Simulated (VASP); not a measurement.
Input of a VASP 6.6.1 run:

Contents of INCAR:

```
SYSTEM = Ga3AsN2
ALGO = Normal
EDIFF = 1E-6
EDIFFG = -0.01
ENCUT = 600
GGA = PE
IBRION = 2
ISIF = 3
ISMEAR = 0
LASPH = .TRUE.
LCHARG = .FALSE.
LREAL = .FALSE.
LWAVE = .FALSE.
NELM = 80
NSW = 100
PREC = Accurate
SIGMA = 0.1
```

KPOINTS

```
k-points
0
G
  12 12 4
  0 0 0
```

File POSCAR:

```
Ga3AsN2
1.0
    3.4614926653      0.0000000000      0.0000000000
   -1.7307463327      2.9977405832      0.0000000000
    0.0000000000      0.0000000000      8.8457617691
Ga As N
3 1 2
Direct
    0.0000000000      0.0000000000      0.0495255044
    0.3333333333      0.6666666667      0.6239338197
    0.6666666667      0.3333333333      0.3362072727
    0.3333333333      0.6666666667      0.9087598308
    0.6666666667      0.3333333333      0.5609670495
    0.0000000000      0.0000000000      0.2706065229
```

Potentials or basis: VASP PAW PBE potentials, release 64 (Ga_d, As, N).

Run with:

```bash
$ cat potpaw_PBE.64/Ga_d/POTCAR potpaw_PBE.64/As/POTCAR potpaw_PBE.64/N/POTCAR > POTCAR
$ mpirun -np 1 vasp_std > vasp.out
```

What does it give for the band gap on the k mesh?

Zero (bands 27 and 28 overlap by 0.33 eV).

Estimate the space group after relaxing (to 0.1 Å).

P3m1 (No. 156).

Final structure:
```
CELL_PARAMETERS angstrom
3.46969 0.00000 0.00000
-1.73484 3.00484 0.00000
0.00000 0.00000 8.80157
ATOMIC_POSITIONS crystal
Ga 0.00000 0.00000 0.04795
Ga 0.33333 0.66667 0.62518
Ga 0.66667 0.33333 0.33602
As 0.33333 0.66667 0.90929
N 0.66667 0.33333 0.56118
N 0.00000 0.00000 0.27038
```

Caveat: semilocal functionals underestimate gaps, so a narrow gap can read as zero.
